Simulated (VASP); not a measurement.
# Hf (Fm-3m) in VASP: density of states with PBE

Aim: the density of states of Hf with PBE.

Program: VASP 6.6.1. These are calculated values, not measurements. Logs are shortened: lines on timing, memory, paths and dates and some standing lists are left out, and cuts for length are marked.

### Step 1. The cell of the first run

The structure is cubic, space group Fm-3m (No. 225). Conventional cell: a = 4.485 Å, b = 4.485 Å, c = 4.485 Å, α = 90.00°, β = 90.00°, γ = 90.00°. Within 4.2 Å of Hf (site symmetry m-3m) lie 12 Hf at 3.17 Å.

### Step 2. Density of states, PBE

POSCAR reads:

```
Hf
1.0
    0.0000000000      2.2426409392      2.2426409392
    2.2426409392      0.0000000000      2.2426409392
    2.2426409392      2.2426409392      0.0000000000
Hf
1
Direct
    0.0000000000      0.0000000000      0.0000000000
```

INCAR.step1 reads:

```
SYSTEM = Hf
PREC = Accurate ; ENCUT = 520
EDIFF = 1E-6 ; ISMEAR = 0
SIGMA = 0.1 ; LREAL = .FALSE.
LASPH = .TRUE. ; NELM = 80
ALGO = Normal ; ISIF = 2
LWAVE = .FALSE. ; LCHARG = .TRUE.
LMAXMIX = 4 ; GGA = PE
NBANDS = 11
```

KPOINTS.step1 reads:

```
Automatic mesh
0
G
  22 22 22
  0 0 0
```

INCAR.step2 reads:

```
SYSTEM = Hf
PREC = Accurate ; ENCUT = 520
EDIFF = 1E-6 ; ISMEAR = -5
SIGMA = 0.1 ; LREAL = .FALSE.
LASPH = .TRUE. ; NELM = 80
ALGO = Normal ; ISIF = 2
LWAVE = .FALSE. ; LCHARG = .FALSE.
LMAXMIX = 4 ; GGA = PE
LORBIT = 11 ; NBANDS = 11
NEDOS = 1001 ; ICHARG = 11
```

KPOINTS.step2 reads:

```
Automatic mesh
0
G
  33 33 33
  0 0 0
```

Potentials or basis: VASP PAW PBE potentials, release 64 (Hf_pv).

The run is started by

```console
cat potpaw_PBE.64/Hf_pv/POTCAR > POTCAR
cp INCAR.step1 INCAR
cp KPOINTS.step1 KPOINTS
mpirun -np 1 vasp_std > vasp.out
cp INCAR.step2 INCAR
cp KPOINTS.step2 KPOINTS
mpirun -np 1 vasp_std > vasp.out
```

OUTCAR:

```text
SYSTEM = Hf
   PREC = Accurate
   ENCUT = 520
   EDIFF = 1E-6
   ISMEAR = -5
   LREAL = .FALSE.
   LASPH = .TRUE.
   NELM = 80
   ISIF = 2
   GGA = PE
   LORBIT = 11
   ICHARG = 11

 ion  position               nearest neighbor table
   1  0.000  0.000  0.000-

  LATTYP: Found a face centered cubic cell.
 ALAT       =     4.4852818784

  Lattice vectors:

 A1 = (   0.0000000000,   2.2426409392,   2.2426409392)
 A2 = (   2.2426409392,   0.0000000000,   2.2426409392)
 A3 = (   2.2426409392,   2.2426409392,   0.0000000000)

Analysis of symmetry for initial positions (statically):
=====================================================================
 Subroutine PRICEL returns:
 Original cell was already a primitive cell.

 Routine SETGRP: Setting up the symmetry group for a
 face centered cubic supercell.

 Subroutine GETGRP returns: Found 48 space group operations
 (whereof 48 operations were pure point group operations)
 out of a pool of 48 trial point group operations.

The static configuration has the point symmetry O_h .

Analysis of symmetry for dynamics (positions and initial velocities):
=====================================================================
 Subroutine PRICEL returns:
 Original cell was already a primitive cell.

 Routine SETGRP: Setting up the symmetry group for a
 face centered cubic supercell.

 Subroutine GETGRP returns: Found 48 space group operations
 (whereof 48 operations were pure point group operations)
 out of a pool of 48 trial point group operations.

The dynamic configuration has the point symmetry O_h .

 Subroutine INISYM returns: Found 48 space group operations
 (whereof 48 operations are pure point group operations),
 and found     1 'primitive' translations

----------------------------------------------------------------------------------------

                                     Primitive cell

  volume of cell :      22.5584

  direct lattice vectors                    reciprocal lattice vectors
     0.000000000  2.242640939  2.242640939    -0.222951428  0.222951428  0.222951428
     2.242640939  0.000000000  2.242640939     0.222951428 -0.222951428  0.222951428
     2.242640939  2.242640939  0.000000000     0.222951428  0.222951428 -0.222951428

  length of vectors
[... 82 lines left out ...]
   EDIFF  = 0.1E-05   stopping-criterion for ELM
   LREAL  =      F    real-space projection
   EDIFFG = 0.1E-04   stopping-criterion for IOM
   NSW    =      0    number of steps for IOM
   IBRION =     -1    ionic relax: 0-MD 1-quasi-New 2-CG
   NFREE  =      0    steps in history (QN), initial steepest desc. (CG)
   ISIF   =      2    stress and relaxation
   ISYM   =      2    0-nonsym 1-usesym 2-fastsym
   POTIM  = 0.5000    time-step for ionic-motion
   TEBEG  =    0.0;   TEEND  =   0.0 temperature during run
   PSTRESS=    0.0 pullay stress
   NELECT =      10.0000    total number of electrons
   NUPDOWN=      -1.0000    fix difference up-down
   EMIN   =  10.00;   EMAX   =-10.00  energy-range for DOS
   EFERMI =   0.00;   METHOD = LEGACY
   ISMEAR =    -5;   SIGMA  =   0.10  broadening in eV -4-tet -1-fermi 0-gaus
   EFERMI_NEDOS =   21; number of points for ismear=-14 and -15
   IALGO  =     38    algorithm
   IMIX   =      4    mixing-type and parameters
     AMIX     =   0.40;   BMIX     =  1.00
     AMIX_MAG =   1.60;   BMIX_MAG =  1.00
  volume/ion in A,a.u.               =      22.56       152.23
  Fermi-wavevector in a.u.,A,eV,Ry     =   1.248260  2.358870 21.199962  1.558153
  Thomas-Fermi vector in A             =   2.382355
   LORBIT       =     11    0 simple, 1 ext, 2 COOP (PROOUT), +10 PAW based schemes
   GGA     = PE    functional components
   LHFCALC =     F    Hartree Fock is set to
   AEXX    =    0.0000 exact exchange contribution
   IVDW    =     0    specifies the selected vdW correction
   LEPSILON=     F    determine dielectric tensor
   LRPA    =     F    only Hartree local field effects (RPA)
 non-spin polarized calculation
 Fermi weights with tetrahedron method with Bloechl corrections
  energy-cutoff  :      520.00
  volume of cell :       22.56
 maximum number of plane-waves:       620

 number of electron       9.9999999 magnetization

 Free energy of the ion-electron system (eV)
  ---------------------------------------------------
  ext. energy  EPLUGINS =         0.00000000
  ---------------------------------------------------
  free energy    TOTEN  =        -9.85300721 eV

  energy without entropy =       -9.85300721  energy(sigma->0) =       -9.85300721

 E-fermi :   4.6823     XC(G=0): -11.2482

 val. band max:        4.6930992460   @ k =  -0.3939   0.1212   0.0303
 cond. band min:       4.6766758448   @ k =   0.4848   0.3030   0.1515
 fundamental gap:     -0.0164234012
 Fermi energy:         4.6822505603

 k-point     1 :       0.0000    0.0000    0.0000
  band No.  band energies     occupation
      1     -25.3631      2.00000
      2     -25.3631      2.00000
      3     -25.3631      2.00000
      4      -2.4989      2.00000
      5       6.0824      0.00000
      6       6.0824      0.00000
      7       6.0824      0.00000
      8       8.8428      0.00000
      9       8.8428      0.00000
     10      15.9693      0.00000
     11      17.7197      0.00000
[... 309 lines left out ...]
 k-point    24 :       0.2121    0.0303    0.0000
  band No.  band energies     occupation
      1     -25.6535      2.00000
      2     -25.4084      2.00000
      3     -25.3979      2.00000
      4      -1.1768      2.00000
      5       5.0467      0.00000
      6       6.4733      0.00000
      7       6.4854      0.00000
      8       8.3779      0.00000
      9       8.8185      0.00000
     10      16.7493      0.00000
     11      17.7219      0.00000

 [... further k-points ...]
[... 5 lines left out ...]
  --------------------------------------------------------------------------------------
  -------------------------------------------------------------------------------------
  Total       -0.0711877     -0.0711877     -0.0711877      0.0000000     -0.0000000      0.0000000
  in kB       -5.0559888     -5.0559888     -5.0559888      0.0000000     -0.0000000      0.0000000
  external PRESSURE =      -5.0559888 kB  Pullay stress =       0.0000000 kB

 VOLUME and BASIS-vectors are now :
 -----------------------------------------------------------------------------
  energy-cutoff  :      520.00
  volume of cell :       22.56
      direct lattice vectors                 reciprocal lattice vectors
     0.000000000  2.242640939  2.242640939    -0.222951428  0.222951428  0.222951428
     2.242640939  0.000000000  2.242640939     0.222951428 -0.222951428  0.222951428
     2.242640939  2.242640939  0.000000000     0.222951428  0.222951428 -0.222951428

 POSITION                                       TOTAL-FORCE (eV/Angst)
 -----------------------------------------------------------------------------------
      0.00000      0.00000      0.00000        -0.000000      0.000000     -0.000000
 -----------------------------------------------------------------------------------
    total drift:                               -0.000000      0.000000      0.000000

  FREE ENERGIE OF THE ION-ELECTRON SYSTEM (eV)
  ---------------------------------------------------
  free  energy   TOTEN  =        -9.8530072132 eV

  energy  without entropy=       -9.8530072132  energy(sigma->0) =       -9.85300721

 total charge

# of ion       s       p       d       tot
------------------------------------------
    1        0.388   6.383   1.543   8.314
```

It took 94 s on 1 thread of Intel Xeon Platinum 8488C (Sapphire Rapids), shared host; peak memory 0.34 GiB.

What came out:

| Quantity | Value |
| --- | --- |
| Valence electrons inside the program's atomic spheres | Hf 8.31 |

Levels at points of the mesh, in eV from the Fermi level:
| k point | band 1 | band 2 | band 3 | band 4 | band 5 | band 6 | band 7 | band 8 | band 9 | band 10 |
| --- | --- | --- | --- | --- | --- | --- | --- | --- | --- | --- |
| (0.00, 0.00, 0.00) | -30.05 | -30.05 | -30.05 | -7.18 | 1.40 | 1.40 | 1.40 | 4.16 | 4.16 | 11.29 |

Caveat: spin-orbit coupling is left out, which moves the levels of the heavy elements; tetrahedron occupations give inexact forces and stress in metals.
